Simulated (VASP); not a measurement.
# Sn (I4/mmm) in VASP: notebook

Runs on Sn. Level: PBE. Tasks: relaxation of shape and atoms at fixed volume.

Program: VASP 6.6.1. These are calculated values, not measurements. Logs are shortened: lines on timing, memory, paths and dates and some standing lists are left out, and cuts for length are marked.

### Step 1. The cell of the first run

It takes space group I4/mmm (No. 139, tetragonal). Conventional cell: a = 4.172 Å, b = 4.172 Å, c = 3.510 Å, α = 90.00°, β = 90.00°, γ = 90.00°. Within 4.5 Å of Sn (site symmetry 4/mmm) lie 14 Sn at 3.43 to 4.17 Å.

### Step 2. Relaxation of shape and atoms at fixed volume, PBE (30.54 Å³/atom)

File INCAR:

```
SYSTEM = Sn
  ALGO = Fast
  EDIFF = 1E-6
  EDIFFG = -0.01
  ENCUT = 600
  GGA = PE
  IBRION = 2
  ISIF = 4
  ISMEAR = 0
  LASPH = .True.
  LCHARG = .False.
  LREAL = .False.
  LWAVE = .False.
  NELM = 100
  NSW = 50
  PREC = Accurate
  SIGMA = 0.1
```

File KPOINTS:

```
k-points
0
Gamma
  20 20 20
  0 0 0
```

File POSCAR:

```
Sn
1.0
    0.0000000000      2.9499306801      2.9499510758
    1.7550052562      0.0000000000      2.9499510758
    1.7550052562      2.9499306801      0.0000000000
Sn
1
Direct
    0.5000000000      0.5000000000      0.5000000000
```

Potentials or basis: VASP PAW PBE potentials, release 64 (Sn_d).

On the command line:

```
$ cat potpaw_PBE.64/Sn_d/POTCAR > POTCAR
$ mpirun -np 1 vasp_std > vasp.out
```

OUTCAR:

```text
SYSTEM = Sn
   EDIFF = 1E-6
   EDIFFG = -0.01
   ENCUT = 600
   GGA = PE
   IBRION = 2
   ISIF = 4
   ISMEAR = 0
   LASPH = .True.
   LREAL = .False.
   NELM = 100
   NSW = 50
   PREC = Accurate

 ion  position               nearest neighbor table
   1  0.500  0.500  0.500-

  LATTYP: Found a face centered orthorhombic cell.
 ALAT       =     3.5100105124
 B/A-ratio  =     1.6808671482
 C/A-ratio  =     1.6808787697

  Lattice vectors:

 A1 = (   0.0000000000,   2.9499306801,   2.9499510758)
 A2 = (   1.7550052562,   0.0000000000,   2.9499510758)
 A3 = (   1.7550052562,   2.9499306801,   0.0000000000)

Analysis of symmetry for initial positions (statically):
=====================================================================
 Subroutine PRICEL returns:
 Original cell was already a primitive cell.

 Routine SETGRP: Setting up the symmetry group for a
 face centered orthorhombic supercell.

 Subroutine GETGRP returns: Found  8 space group operations
 (whereof  8 operations were pure point group operations)
 out of a pool of  8 trial point group operations.

The static configuration has the point symmetry D_2h.

Analysis of symmetry for dynamics (positions and initial velocities):
=====================================================================
 Subroutine PRICEL returns:
 Original cell was already a primitive cell.

 Routine SETGRP: Setting up the symmetry group for a
 face centered orthorhombic supercell.

 Subroutine GETGRP returns: Found  8 space group operations
 (whereof  8 operations were pure point group operations)
 out of a pool of  8 trial point group operations.

The dynamic configuration has the point symmetry D_2h.

 Subroutine INISYM returns: Found  8 space group operations
 (whereof  8 operations are pure point group operations),
 and found     1 'primitive' translations

----------------------------------------------------------------------------------------

                                     Primitive cell

  volume of cell :      30.5446

  direct lattice vectors                    reciprocal lattice vectors
     0.000000000  2.949930680  2.949951076    -0.284899432  0.169495508  0.169494336
     1.755005256  0.000000000  2.949951076     0.284899432 -0.169495508  0.169494336
     1.755005256  2.949930680  0.000000000     0.284899432  0.169495508 -0.169494336

  length of vectors
     4.171846398  3.432528922  3.432511394     0.372323439  0.372323439  0.372323439

  position of ions in fractional coordinates (direct lattice)
     0.500000000  0.500000000  0.500000000

  ion indices of the primitive-cell ions
   primitive index   ion index
                 1           1

----------------------------------------------------------------------------------------

 KPOINTS: k-points

Automatic generation of k-mesh.
 Grid dimensions read from file:
 generate k-points for:   20   20   20

 Generating k-lattice:

  Cartesian coordinates                     Fractional coordinates (reciprocal lattice)
    -0.014244972  0.008474775  0.008474717     0.050000000 -0.000000000 -0.000000000
     0.014244972 -0.008474775  0.008474717     0.000000000  0.050000000  0.000000000
     0.014244972  0.008474775 -0.008474717     0.000000000  0.000000000  0.050000000

  Length of vectors
     0.018616172  0.018616172  0.018616172

  Shift w.r.t. Gamma in fractional coordinates (k-lattice)
     0.000000000  0.000000000  0.000000000

 Subroutine IBZKPT returns following result:
 ===========================================

 Found   1166 irreducible k-points:

 Following reciprocal coordinates:
            Coordinates               Weight
  0.000000  0.000000  0.000000      1.000000
  0.050000  0.000000 -0.000000      8.000000
  0.100000  0.000000  0.000000      8.000000
  0.150000  0.000000  0.000000      8.000000
  0.200000  0.000000  0.000000      8.000000
  0.250000  0.000000  0.000000      8.000000
[... 16 lines left out ...]
  0.050000 -0.250000  0.050000      8.000000
  0.350000  0.050000  0.000000      8.000000
 [... further k-points ...]
   k-points           NKPTS =   1166   k-points in BZ     NKDIM =   1166   number of bands    NBANDS=     11
   number of dos      NEDOS =    301   number of ions     NIONS =      1
   total plane-waves  NPLWV =  28224
   dimension x,y,z NGX =    36 NGY =   28 NGZ =   28
   dimension x,y,z NGXF=    72 NGYF=   56 NGZF=   56
   ions per type =               1
   NGX,Y,Z   is equivalent  to a cutoff of  14.35, 13.56, 13.56 a.u.
   NGXF,Y,Z  is equivalent  to a cutoff of  28.69, 27.12, 27.12 a.u.
 SYSTEM =  Sn
   PREC   = accura    normal or accurate (medium, high low for compatibility)
   ISTART =      0    job   : 0-new  1-cont  2-samecut
   ICHARG =      2    charge: 1-file 2-atom 10-const
   ISPIN  =      1    spin polarized calculation?
   LNONCOLLINEAR =      F non collinear calculations
   LSORBIT =      F    spin-orbit coupling
   LASPH  =      T    aspherical Exc in radial PAW
   ENCUT  =  600.0 eV  44.10 Ry    6.64 a.u.   8.33  6.86  6.86*2*pi/ulx,y,z
   NELM   =    100;   NELMIN=  2; NELMDL= -5     # of ELM steps
   EDIFF  = 0.1E-05   stopping-criterion for ELM
   LREAL  =      F    real-space projection
   EDIFFG = -.1E-01   stopping-criterion for IOM
   NSW    =     50    number of steps for IOM
   IBRION =      2    ionic relax: 0-MD 1-quasi-New 2-CG
   NFREE  =      1    steps in history (QN), initial steepest desc. (CG)
   ISIF   =      4    stress and relaxation
   ISYM   =      2    0-nonsym 1-usesym 2-fastsym
   POTIM  = 0.5000    time-step for ionic-motion
   TEBEG  =    0.0;   TEEND  =   0.0 temperature during run
   PSTRESS=    0.0 pullay stress
   NELECT =      14.0000    total number of electrons
   NUPDOWN=      -1.0000    fix difference up-down
   EMIN   =  10.00;   EMAX   =-10.00  energy-range for DOS
   EFERMI =   0.00;   METHOD = LEGACY
   ISMEAR =     0;   SIGMA  =   0.10  broadening in eV -4-tet -1-fermi 0-gaus
   EFERMI_NEDOS =   21; number of points for ismear=-14 and -15
   IALGO  =     68    algorithm
   IMIX   =      4    mixing-type and parameters
     AMIX     =   0.40;   BMIX     =  1.00
     AMIX_MAG =   1.60;   BMIX_MAG =  1.00
  volume/ion in A,a.u.               =      30.54       206.13
  Fermi-wavevector in a.u.,A,eV,Ry     =   1.262232  2.385272 21.677203  1.593229
  Thomas-Fermi vector in A             =   2.395651
   LORBIT       =      0    0 simple, 1 ext, 2 COOP (PROOUT), +10 PAW based schemes
   GGA     = PE    functional components
   LHFCALC =     F    Hartree Fock is set to
   AEXX    =    0.0000 exact exchange contribution
   IVDW    =     0    specifies the selected vdW correction
   LEPSILON=     F    determine dielectric tensor
   LRPA    =     F    only Hartree local field effects (RPA)
 conjugate gradient relaxation of ions
 non-spin polarized calculation
 RMM-DIIS sequential band-by-band and
 Gauss-broadening in eV      SIGMA  =   0.10
  energy-cutoff  :      600.00
  volume of cell :       30.54
 maximum number of plane-waves:      1041
 NGX is ok and might be reduce to    36
   NGX = 17   NGY = 13   NGZ = 13

--------------------------------------- Ionic step        1  -------------------------------------------

 number of electron      14.0000000 magnetization

 Free energy of the ion-electron system (eV)
  ---------------------------------------------------
  ext. energy  EPLUGINS =         0.00000000
  ---------------------------------------------------
  free energy    TOTEN  =        -3.75450606 eV

  energy without entropy =       -3.75182967  energy(sigma->0) =       -3.75316787

------------------------ aborting loop because EDIFF is reached ----------------------------------------

  FORCE on cell =-STRESS in cart. coord.  units (eV):
  Direction    XX          YY          ZZ          XY          YZ          ZX
  --------------------------------------------------------------------------------------
  -------------------------------------------------------------------------------------
  Total       -0.6947550     -0.6407859     -0.6408040     -0.0000000      0.0000000      0.0000000
  in kB      -36.4424201    -33.6115453    -33.6124934     -0.0000000      0.0000000      0.0000000
  external PRESSURE =     -34.5554863 kB  Pullay stress =       0.0000000 kB
[... 90 lines left out ...]
  energy  without entropy=       -3.7519620796  energy(sigma->0) =       -3.75338568

--------------------------------------- Ionic step        4  -------------------------------------------

 number of electron      14.0000000 magnetization

 Free energy of the ion-electron system (eV)
  ---------------------------------------------------
  ext. energy  EPLUGINS =         0.00000000
  ---------------------------------------------------
  free energy    TOTEN  =        -3.75500693 eV

  energy without entropy =       -3.75200524  energy(sigma->0) =       -3.75350609

 E-fermi :   6.7606     XC(G=0):  -9.8207

 val. band max:        6.7590745913   @ k =  -0.4000   0.2000   0.0500
 cond. band min:       6.7608088634   @ k =  -0.2000   0.1000   0.1000
 fundamental gap:      0.0017342722
 Fermi energy:         6.7606139687

 k-point     1 :       0.0000    0.0000    0.0000
  band No.  band energies     occupation
      1     -14.7852      2.00000
      2     -14.7301      2.00000
      3     -14.7301      2.00000
      4     -14.7253      2.00000
      5     -14.6519      2.00000
      6      -3.5655      2.00000
      7      12.7901      0.00000
      8      12.7901      0.00000
      9      14.8594      0.00000
     10      16.4354      0.00000
     11      17.3707      0.00000
[... 309 lines left out ...]
 k-point    24 :       0.3500    0.0500    0.0000
  band No.  band energies     occupation
      1     -14.7844      2.00000
      2     -14.7404      2.00000
      3     -14.6745      2.00000
      4     -14.6633      2.00000
      5     -14.6524      2.00000
      6      -1.3473      2.00000
      7       6.7335      1.29855
      8       9.6503      0.00000
      9      11.0719      0.00000
     10      14.2641      0.00000
     11      15.2561      0.00000

 [... further k-points ...]

------------------------ aborting loop because EDIFF is reached ----------------------------------------

  FORCE on cell =-STRESS in cart. coord.  units (eV):
  Direction    XX          YY          ZZ          XY          YZ          ZX
  --------------------------------------------------------------------------------------
  -------------------------------------------------------------------------------------
  Total       -0.6506354     -0.6480759     -0.6480625     -0.0000000      0.0000000      0.0000000
  in kB      -34.1281874    -33.9939303    -33.9932292     -0.0000000      0.0000000      0.0000000
  external PRESSURE =     -34.0384490 kB  Pullay stress =       0.0000000 kB
[... 16 lines left out ...]
  FREE ENERGIE OF THE ION-ELECTRON SYSTEM (eV)
  ---------------------------------------------------
  free  energy   TOTEN  =        -3.7550069291 eV

  energy  without entropy=       -3.7520052445  energy(sigma->0) =       -3.75350609

 reached required accuracy - stopping structural energy minimisation
```

Run time: 30 min. Hardware: 1 thread of Intel Xeon 8259CL, shared host; peak memory 0.59 GiB.

What came out:

```yaml
Free_energy: -3.7550 eV
Energy_gained_by_relaxing: 0.5 meV/atom
Ionic_steps: 4
Pressure_after_relaxing: -3.4 GPa
Band_gap_on_the_k_mesh: zero (bands 7 and 8 overlap by 7.90 eV)
```

The path:
| step | energy change (eV) | largest force (eV/Å) | pressure (GPa) | volume (Å³) |
| --- | --- | --- | --- | --- |
| 1 | 0.0000 | 0.0000 | -3.46 | 30.54 |
| 2 | -0.0001 | 0.0000 | -3.52 | 30.54 |
| 3 | -0.0003 | 0.0000 | -3.48 | 30.54 |
| 4 | -0.0005 | 0.0000 | -3.40 | 30.54 |

Final structure:
```xyz
1
Lattice="0.0000 2.9758 2.9758 1.7247 0.0000 2.9758 1.7247 2.9758 0.0000" Properties=species:S:1:pos:R:3 pbc="T T T"
Sn    1.7247    2.9758    2.9758
```

Levels at points of the mesh, in eV from the Fermi level:
```
           k point  band 5  band 6  band 7  band 8  band 9  band 10
(0.00, 0.00, 0.00)  -21.41  -10.33    6.03    6.03    8.10     9.67
(0.50, 0.00, 0.00)  -21.38   -5.79   -3.69    2.75    3.98     6.64
(0.50, 0.50, 0.00)  -21.38   -7.08   -4.14    5.12    6.89     9.51
(0.50, 0.00, 0.50)  -21.38   -7.08   -4.14    5.12    6.89     9.51
(0.00, 0.50, 0.50)  -21.37   -3.84   -1.36   -1.36    2.29     3.14
```

Caveat: spin-orbit coupling is left out, which moves the levels of the heavy elements.

### Step 3. Relaxation of shape and atoms at fixed volume, PBE (24.44 Å³/atom)

This run uses another cell than the first one, of 24.44 Å³/atom.

File INCAR:

```
SYSTEM = Sn
PREC = Accurate ; ENCUT = 600
EDIFF = 1E-6 ; ISMEAR = 0
SIGMA = 0.1 ; LREAL = .False.
LASPH = .True. ; NELM = 100
ALGO = Fast ; ISIF = 4
LWAVE = .False. ; LCHARG = .False.
GGA = PE ; IBRION = 2
NSW = 50 ; EDIFFG = -0.01
```

File KPOINTS:

```
regular mesh
0
Gamma
  20 20 20
  0 0 0
```

File POSCAR:

```
Sn
1.0
    0.0000000000      2.6961409016      2.6961512339
    1.6807696543      0.0000000000      2.6961512339
    1.6807696543      2.6961409016      0.0000000000
Sn
1
Direct
    0.5000000000      0.5000000000      0.5000000000
```

Potentials or basis: VASP PAW PBE potentials, release 64 (Sn_d).

On the command line:

```
$ cat potpaw_PBE.64/Sn_d/POTCAR > POTCAR
$ mpirun -np 1 vasp_std > vasp.out
```

Wall time 3.8 min (1 thread of Intel Xeon 6975P-C (Granite Rapids), shared host); peak memory 0.34 GiB.

Results (log left out):

* Free energy: -3.7140 eV
* Energy gained by relaxing: 0.1 meV/atom
* Ionic steps: 3
* Pressure after relaxing: 8.1 GPa
* Band gap on the k mesh: zero (bands 7 and 8 overlap by 10.82 eV)

Final structure:
```xyz
1
Lattice="0.0000 2.6921 2.6921 1.6858 0.0000 2.6921 1.6858 2.6921 0.0000" Properties=species:S:1:pos:R:3 pbc="T T T"
Sn    1.6858    2.6921    2.6921
```

Levels at points of the mesh, in eV from the Fermi level:
```csv
k point,band 5,band 6,band 7,band 8,band 9,band 10
"(0.00, 0.00, 0.00)",-21.43,-11.93,8.27,8.27,9.85,11.86
"(0.50, 0.00, 0.00)",-21.35,-6.16,-4.87,3.52,5.05,7.99
"(0.50, 0.50, 0.00)",-21.36,-7.16,-5.23,5.31,7.42,10.09
"(0.00, 0.50, 0.50)",-21.35,-2.30,-1.40,-1.40,1.25,3.22
```

Caveat: spin-orbit coupling is left out, which moves the levels of the heavy elements.
